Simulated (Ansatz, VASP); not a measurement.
**Two plane-wave programs on InF**

```
In F
1.0
     0.00000    2.28735    2.28735
     2.28735    0.00000    2.28735
     2.28735    2.28735    0.00000
In F
1 1
Direct
  0.00000 0.00000 0.00000
  0.25000 0.25000 0.25000
```

Alike in both runs: task single point; functional PBE; k mesh 6 × 6 × 6; occupations gaussian, width 0.05 eV; non-collinear spin, spin-orbit coupling.

|  | VASP | Ansatz |
| --- | --- | --- |
| version | VASP 6.6.1 | Ansatz 0.2.0 |
| potentials or method | VASP PAW PBE potentials, release 64 (In_d, F), cutoff 520 eV | plane waves, PAW |
| valence electrons in the cell | 20 | 20 |

|  | VASP | Ansatz | Ansatz less VASP |
| --- | --- | --- | --- |
| net moment per atom (μB) | 0.00 | 0.00 | 0.000 |

The k mesh is coarse, so the values compare programs but aren't converged.
